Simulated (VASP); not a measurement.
# PtSe2 (Sudovikovite) (P-3m1) in VASP: a series of runs

Runs on PtSe2 (Sudovikovite). Level: PBE+D3(BJ). Tasks: single point.

Program: VASP 6.6.1. These are calculated values, not measurements. Logs are shortened: lines on timing, memory, paths and dates and some standing lists are left out, and cuts for length are marked.

## Step 1: The cell of the first run

Symmetry: P-3m1, No. 164, trigonal system. The conventional cell has a = 3.773 Å, b = 3.773 Å, c = 5.129 Å, α = 90.00°, β = 90.00°, γ = 120.00°. Within 3.3 Å of Pt (site symmetry -3m) lie 6 Se at 2.53 Å. Within 3.3 Å of Se (site symmetry 3m) lie 3 Pt at 2.53 Å.

## Step 2: Single point, PBE+D3(BJ)

Contents of INCAR:

```
PREC = Accurate ; ENCUT = 520
EDIFF = 1E-7 ; ISMEAR = 0
SIGMA = 0.05 ; LREAL = F
LASPH = T ; NELM = 100
ALGO = Normal ; ISIF = 2
LWAVE = F ; LCHARG = F
GGA = PE ; IVDW = 12
NBANDS = 18
```

Contents of KPOINTS:

```
regular mesh
0
Gamma
  9 9 6
```

Contents of POSCAR:

```
PtSe2
1.0
    3.7730056198      0.0000000000      0.0000000000
   -1.8865028099      3.2675191169      0.0000000000
    0.0000000000      0.0000000000      5.1286129021
Pt Se
1 2
Direct
    0.0000000000      0.0000000000      0.0000000000
    0.3333333333      0.6666666667      0.2500000000
    0.6666666667      0.3333333333      0.7500000000
```

Potentials or basis: VASP PAW PBE potentials, release 64 (Pt, Se).

On the command line:

```console
> cat potpaw_PBE.64/Pt/POTCAR potpaw_PBE.64/Se/POTCAR > POTCAR
> mpirun -np 1 vasp_std > vasp.out
```

OUTCAR:

```text
PREC = Accurate
   ENCUT = 520
   EDIFF = 1E-7
   ISMEAR = 0
   LREAL = F
   LASPH = T
   NELM = 100
   ISIF = 2
   GGA = PE
   IVDW = 12
 IVDW          = 12

 ion  position               nearest neighbor table
   1  0.000  0.000  0.000-   2 2.53   3 2.53   3 2.53   2 2.53   3 2.53   2 2.53
   2  0.333  0.667  0.250-   1 2.53   1 2.53   1 2.53
   3  0.667  0.333  0.750-   1 2.53   1 2.53   1 2.53

  LATTYP: Found a hexagonal cell.
 ALAT       =     3.7730056198
 C/A-ratio  =     1.3592910849

  Lattice vectors:

 A1 = (   3.7730056198,   0.0000000000,   0.0000000000)
 A2 = (  -1.8865028099,   3.2675191169,   0.0000000000)
 A3 = (   0.0000000000,   0.0000000000,   5.1286129021)

Analysis of symmetry for initial positions (statically):
=====================================================================
 Subroutine PRICEL returns:
 Original cell was already a primitive cell.

 Routine SETGRP: Setting up the symmetry group for a
 hexagonal supercell.

 Subroutine GETGRP returns: Found 12 space group operations
 (whereof 12 operations were pure point group operations)
 out of a pool of 24 trial point group operations.

The static configuration has the point symmetry D_3d.

Analysis of symmetry for dynamics (positions and initial velocities):
=====================================================================
 Subroutine PRICEL returns:
 Original cell was already a primitive cell.

 Routine SETGRP: Setting up the symmetry group for a
 hexagonal supercell.

 Subroutine GETGRP returns: Found 12 space group operations
 (whereof 12 operations were pure point group operations)
 out of a pool of 24 trial point group operations.

The dynamic configuration has the point symmetry D_3d.

 Subroutine INISYM returns: Found 12 space group operations
 (whereof 12 operations are pure point group operations),
 and found     1 'primitive' translations

----------------------------------------------------------------------------------------

                                     Primitive cell

  volume of cell :      63.2274

  direct lattice vectors                    reciprocal lattice vectors
     3.773005620  0.000000000  0.000000000     0.265040687  0.153021293  0.000000000
    -1.886502810  3.267519117  0.000000000     0.000000000  0.306042586  0.000000000
     0.000000000  0.000000000  5.128612902     0.000000000  0.000000000  0.194984496

  length of vectors
     3.773005620  3.773005968  5.128612902     0.306042614  0.306042586  0.194984496

  position of ions in fractional coordinates (direct lattice)
     0.000000000  0.000000000  0.000000000
     0.333333333  0.666666667  0.250000000
     0.666666667  0.333333333  0.750000000

  ion indices of the primitive-cell ions
   primitive index   ion index
                 1           1
                 2           2
                 3           3

----------------------------------------------------------------------------------------

 KPOINTS: regular mesh

Automatic generation of k-mesh.
 Grid dimensions read from file:
 generate k-points for:    9    9    6

 Generating k-lattice:

  Cartesian coordinates                     Fractional coordinates (reciprocal lattice)
     0.029448965  0.017002366  0.000000000     0.111111111  0.000000000  0.000000000
     0.000000000  0.034004732  0.000000000     0.000000000  0.111111111  0.000000000
     0.000000000  0.000000000  0.032497416     0.000000000  0.000000000  0.166666667

  Length of vectors
     0.034004735  0.034004732  0.032497416

  Shift w.r.t. Gamma in fractional coordinates (k-lattice)
     0.000000000  0.000000000  0.000000000

 Subroutine IBZKPT returns following result:
 ===========================================

 Found     62 irreducible k-points:

 Following reciprocal coordinates:
            Coordinates               Weight
  0.000000  0.000000  0.000000      1.000000
  0.111111  0.000000  0.000000      6.000000
  0.222222  0.000000  0.000000      6.000000
  0.333333  0.000000  0.000000      6.000000
  0.444444  0.000000  0.000000      6.000000
  0.111111  0.111111  0.000000      6.000000
[... 16 lines left out ...]
  0.222222  0.111111  0.166667     12.000000
 -0.111111  0.333333  0.166667     12.000000
 [... further k-points ...]
   k-points           NKPTS =     62   k-points in BZ     NKDIM =     62   number of bands    NBANDS=     18
   number of dos      NEDOS =    301   number of ions     NIONS =      3
   total plane-waves  NPLWV =  31360
   dimension x,y,z NGX =    28 NGY =   28 NGZ =   40
   dimension x,y,z NGXF=    56 NGYF=   56 NGZF=   80
   ions per type =               1   2
   NGX,Y,Z   is equivalent  to a cutoff of  12.34, 12.34, 12.97 a.u.
   NGXF,Y,Z  is equivalent  to a cutoff of  24.67, 24.67, 25.93 a.u.
 SYSTEM =  unknown system
   PREC   = accura    normal or accurate (medium, high low for compatibility)
   ISTART =      0    job   : 0-new  1-cont  2-samecut
   ICHARG =      2    charge: 1-file 2-atom 10-const
   ISPIN  =      1    spin polarized calculation?
   LNONCOLLINEAR =      F non collinear calculations
   LSORBIT =      F    spin-orbit coupling
   LASPH  =      T    aspherical Exc in radial PAW
   ENCUT  =  520.0 eV  38.22 Ry    6.18 a.u.   7.02  7.02  9.54*2*pi/ulx,y,z
   NELM   =    100;   NELMIN=  2; NELMDL= -5     # of ELM steps
   EDIFF  = 0.1E-06   stopping-criterion for ELM
   LREAL  =      F    real-space projection
   EDIFFG = 0.1E-05   stopping-criterion for IOM
   NSW    =      0    number of steps for IOM
   IBRION =     -1    ionic relax: 0-MD 1-quasi-New 2-CG
   NFREE  =      0    steps in history (QN), initial steepest desc. (CG)
   ISIF   =      2    stress and relaxation
   ISYM   =      2    0-nonsym 1-usesym 2-fastsym
   POTIM  = 0.5000    time-step for ionic-motion
   TEBEG  =    0.0;   TEEND  =   0.0 temperature during run
   PSTRESS=    0.0 pullay stress
   NELECT =      22.0000    total number of electrons
   NUPDOWN=      -1.0000    fix difference up-down
   EMIN   =  10.00;   EMAX   =-10.00  energy-range for DOS
   EFERMI =   0.00;   METHOD = LEGACY
   ISMEAR =     0;   SIGMA  =   0.05  broadening in eV -4-tet -1-fermi 0-gaus
   EFERMI_NEDOS =   21; number of points for ismear=-14 and -15
   IALGO  =     38    algorithm
   IMIX   =      4    mixing-type and parameters
     AMIX     =   0.40;   BMIX     =  1.00
     AMIX_MAG =   1.60;   BMIX_MAG =  1.00
  volume/ion in A,a.u.               =      21.08       142.23
  Fermi-wavevector in a.u.,A,eV,Ry     =   1.151456  2.175936 18.039286  1.325850
  Thomas-Fermi vector in A             =   2.288113
   LORBIT       =      0    0 simple, 1 ext, 2 COOP (PROOUT), +10 PAW based schemes
   GGA     = PE    functional components
   LHFCALC =     F    Hartree Fock is set to
   AEXX    =    0.0000 exact exchange contribution
   IVDW    =    12    specifies the selected vdW correction
   LEPSILON=     F    determine dielectric tensor
   LRPA    =     F    only Hartree local field effects (RPA)
 non-spin polarized calculation
 Gauss-broadening in eV      SIGMA  =   0.05
  energy-cutoff  :      520.00
  volume of cell :       63.23
 maximum number of plane-waves:      1725
   NGX = 13   NGY = 13   NGZ = 19

 number of electron      21.9999997 magnetization

 Free energy of the ion-electron system (eV)
  ---------------------------------------------------
  ext. energy  EPLUGINS =         0.00000000
  ---------------------------------------------------
  free energy    TOTEN  =       -14.25556230 eV

  energy without entropy =      -14.25466241  energy(sigma->0) =      -14.25511235

 E-fermi :   6.0517     XC(G=0): -10.4403

 val. band max:        6.0197367330   @ k =   0.3333   0.3333   0.0000
 cond. band min:       6.0532127216   @ k =   0.0000   0.3333   0.3333
 fundamental gap:      0.0334759886
 Fermi energy:         6.0516969114

 k-point     1 :       0.0000    0.0000    0.0000
  band No.  band energies     occupation
      1      -9.3600      2.00000
      2      -6.7649      2.00000
      3      -0.8534      2.00000
      4      -0.1654      2.00000
      5      -0.1654      2.00000
      6       2.1968      2.00000
[... 10 lines left out ...]
     17      13.2942      0.00000
     18      17.6372      0.00000

 k-point     2 :       0.1111    0.0000    0.0000
  band No.  band energies     occupation
      1      -9.2307      2.00000
      2      -6.8180      2.00000
      3      -0.6964      2.00000
      4      -0.0817      2.00000
      5      -0.0733      2.00000
      6       2.0098      2.00000
[... 10 lines left out ...]
     17      13.7121      0.00000
     18      15.9773      0.00000

 k-point     3 :       0.2222    0.0000    0.0000
  band No.  band energies     occupation
      1      -8.8678      2.00000
      2      -6.9601      2.00000
      3      -0.2879      2.00000
      4       0.1326      2.00000
      5       0.2119      2.00000
      6       1.2566      2.00000
[... 10 lines left out ...]
     17      14.3471      0.00000
     18      14.4621      0.00000

 k-point     4 :       0.3333    0.0000    0.0000
  band No.  band energies     occupation
      1      -8.3533      2.00000
      2      -7.1605      2.00000
      3      -0.2655      2.00000
      4       0.3546      2.00000
      5       0.5496      2.00000
      6       0.8945      2.00000
[... 10 lines left out ...]
     17      13.8801      0.00000
     18      14.7752      0.00000

 k-point     5 :       0.4444    0.0000    0.0000
  band No.  band energies     occupation
      1      -7.8344      2.00000
      2      -7.4238      2.00000
      3      -0.9081      2.00000
      4       0.4558      2.00000
      5       0.8731      2.00000
      6       1.7300      2.00000
[... 10 lines left out ...]
     17      13.4412      0.00000
     18      16.4629      0.00000

 k-point     6 :       0.1111    0.1111    0.0000
  band No.  band energies     occupation
      1      -8.9844      2.00000
      2      -6.9144      2.00000
      3      -0.4045      2.00000
      4       0.0751      2.00000
      5       0.0974      2.00000
      6       1.6842      2.00000
[... 10 lines left out ...]
     17      14.5177      0.00000
     18      14.6550      0.00000

 k-point     7 :       0.2222    0.1111    0.0000
  band No.  band energies     occupation
      1      -8.5447      2.00000
      2      -7.0771      2.00000
      3       0.0048      2.00000
      4       0.2128      2.00000
      5       0.4578      2.00000
      6       0.8508      2.00000
[... 10 lines left out ...]
     17      13.8390      0.00000
     18      14.9516      0.00000

 k-point     8 :       0.3333    0.1111    0.0000
  band No.  band energies     occupation
      1      -8.0291      2.00000
      2      -7.2847      2.00000
      3      -0.5486      2.00000
      4       0.3057      2.00000
      5       0.8559      2.00000
      6       1.1404      2.00000
[... 10 lines left out ...]
     17      14.6361      0.00000
     18      15.0234      0.00000
[... 229 lines left out ...]
     17      14.6728      0.00000
     18      15.2400      0.00000

 k-point    20 :       0.4444    0.0000    0.1667
  band No.  band energies     occupation
      1      -7.7196      2.00000
      2      -7.5351      2.00000
      3      -0.9105      2.00000
      4       0.4278      2.00000
      5       0.9636      2.00000
      6       1.3662      2.00000
[... 10 lines left out ...]
     17      14.1035      0.00000
     18      15.7214      0.00000

 k-point    21 :       0.0000    0.4444    0.1667
  band No.  band energies     occupation
      1      -7.8768      2.00000
      2      -7.3434      2.00000
      3      -1.0628      2.00000
      4       0.3824      2.00000
      5       0.4878      2.00000
      6       1.8618      2.00000
[... 10 lines left out ...]
     17      14.4970      0.00000
     18      15.9847      0.00000

 k-point    22 :       0.1111    0.1111    0.1667
  band No.  band energies     occupation
      1      -8.8942      2.00000
      2      -7.0770      2.00000
      3      -0.4320      2.00000
      4       0.0571      2.00000
      5       0.3456      2.00000
      6       1.6192      2.00000
[... 10 lines left out ...]
     17      14.0651      0.00000
     18      14.5501      0.00000

 k-point    23 :       0.2222    0.1111    0.1667
  band No.  band energies     occupation
      1      -8.4532      2.00000
      2      -7.2090      2.00000
      3      -0.0591      2.00000
      4       0.2211      2.00000
      5       0.4207      2.00000
      6       1.1953      2.00000
[... 10 lines left out ...]
     17      14.1416      0.00000
     18      14.7983      0.00000

 k-point    24 :      -0.1111    0.3333    0.1667
  band No.  band energies     occupation
      1      -8.4815      2.00000
      2      -7.1525      2.00000
      3      -0.3604      2.00000
      4       0.1500      2.00000
      5       0.5487      2.00000
      6       1.0068      2.00000
[... 10 lines left out ...]
     17      13.7871      0.00000
     18      15.5300      0.00000

 [... further k-points ...]

------------------------ aborting loop because EDIFF is reached ----------------------------------------

 Edisp (eV)   -1.37485

 E8    (eV) :    -0.5902

  FORCE on cell =-STRESS in cart. coord.  units (eV):
  Direction    XX          YY          ZZ          XY          YZ          ZX
  --------------------------------------------------------------------------------------
  -------------------------------------------------------------------------------------
  Total      -0.57415    -0.57415    -0.63780     0.00000     0.00000    -0.00000
  in kB     -14.54889   -14.54889   -16.16177     0.00000     0.00000    -0.00000
  external pressure =      -15.09 kB  Pullay stress =        0.00 kB

 VOLUME and BASIS-vectors are now :
 -----------------------------------------------------------------------------
  energy-cutoff  :      520.00
  volume of cell :       63.23
      direct lattice vectors                 reciprocal lattice vectors
     3.773005620  0.000000000  0.000000000     0.265040687  0.153021293  0.000000000
    -1.886502810  3.267519117  0.000000000     0.000000000  0.306042586  0.000000000
     0.000000000  0.000000000  5.128612902     0.000000000  0.000000000  0.194984496

 POSITION                                       TOTAL-FORCE (eV/Angst)
 -----------------------------------------------------------------------------------
      0.00000      0.00000      0.00000         0.000000      0.000000     -0.000000
     -0.00000      2.17835      1.28215        -0.000000     -0.000000      0.138947
      1.88650      1.08917      3.84646         0.000000      0.000000     -0.138947
 -----------------------------------------------------------------------------------
    total drift:                               -0.000000     -0.000000     -0.000000

  FREE ENERGIE OF THE ION-ELECTRON SYSTEM (eV)
  ---------------------------------------------------
  free  energy   TOTEN  =       -15.6304147975 eV

  energy  without entropy=      -15.6295149078  energy(sigma->0) =      -15.62996485
```

Run time: 94 s. Hardware: 1 thread of Intel Xeon 8259CL, shared host; peak memory 0.23 GiB.

Results:

* Free energy: -15.6304 eV
* Pressure: -1.5 GPa
* Largest force: 0.139 eV/Å
* Band gap on the k mesh: zero (band 11 reaches 6.39 eV, above the bottom of band 12 at 6.02 eV)
* Dispersion energy per atom: -0.458 eV

Forces on the atoms (eV/Å):
```
Pt   0.000  0.000  0.000
Se   0.000  0.000  0.139
Se   0.000  0.000 -0.139
```

Caveat: three body term missing; spin-orbit coupling is left out, which moves the levels of the heavy elements; pairwise dispersion overbinds metals, which lowers pressure and volume.

## Step 3: Single point, PBE+D3(BJ)

This run uses another cell than the first one, of 21.68 Å³/atom, 1.029 times its volume.

Contents of INCAR:

```
ALGO     = Normal         # electronic algorithm
EDIFF    = 1E-6           # SCF threshold, eV
ENCUT    = 520            # plane-wave cutoff, eV
GGA      = PE             # functional
ISIF     = 2              # what is computed and relaxed
ISMEAR   = 0              # smearing method
IVDW     = 12             # dispersion correction
LASPH    = True           # aspherical terms in the spheres
LCHARG   = True           # write CHGCAR
LELF     = True           # ELF
LREAL    = False          # projectors in reciprocal space
LVHAR    = True         
LWAVE    = False          # write WAVECAR
NBANDS   = 18             # bands
NELM     = 60             # most SCF steps
PREC     = Accurate       # precision mode
SIGMA    = 0.05           # smearing width, eV
```

Contents of KPOINTS:

```
k-points
0
Gamma
  9 9 6
```

Contents of POSCAR:

```
PtSe2
1.0
    3.8089411695      0.0000000000      0.0000000000
   -1.9044705847      3.2986402196      0.0000000000
    0.0000000000      0.0000000000      5.1774597744
Pt Se
1 2
Direct
    0.0000000000      0.0000000000      0.0000000000
    0.3333333333      0.6666666667      0.2500000000
    0.6666666667      0.3333333333      0.7500000000
```

Potentials or basis: VASP PAW PBE potentials, release 64 (Pt, Se).

On the command line:

```console
> cat potpaw_PBE.64/Pt/POTCAR potpaw_PBE.64/Se/POTCAR > POTCAR
> mpirun -np 1 vasp_std > vasp.out
```

It took 86 s on 1 thread of Intel Xeon 8259CL, shared host; peak memory 0.24 GiB.

The run converged. Its results:

```yaml
Free_energy: -15.5958 eV
Pressure: -4.5 GPa
Largest_force: 0.167 eV/Å
Band_gap_on_the_k_mesh: zero (band 11 reaches 6.00 eV, above the bottom of band 12 at 5.64 eV)
Dispersion_energy_per_atom: -0.445 eV
```

Forces on the atoms (eV/Å):
```
Pt   0.000  0.000  0.000
Se   0.000  0.000 -0.167
Se   0.000  0.000  0.167
```

Stress tensor (GPa, compression positive):
```
-4.86  0.00  0.00
 0.00 -4.86  0.00
 0.00  0.00 -3.89
```

Levels at points of the mesh, in eV from the Fermi level:
| k point | band 7 | band 8 | band 9 | band 10 | band 11 | band 12 | band 13 | band 14 | band 15 | band 16 |
| --- | --- | --- | --- | --- | --- | --- | --- | --- | --- | --- |
| (0.00, 0.00, 0.00) | -3.68 | -2.43 | -1.03 | -1.03 | 0.34 | 1.32 | 1.32 | 3.72 | 3.74 | 7.26 |
| (0.00, 0.00, 0.50) | -3.71 | -2.73 | -1.77 | -1.42 | -1.42 | 2.05 | 2.05 | 4.80 | 5.83 | 6.74 |

Caveat: three body term missing; spin-orbit coupling is left out, which moves the levels of the heavy elements; pairwise dispersion overbinds metals, which lowers pressure and volume.
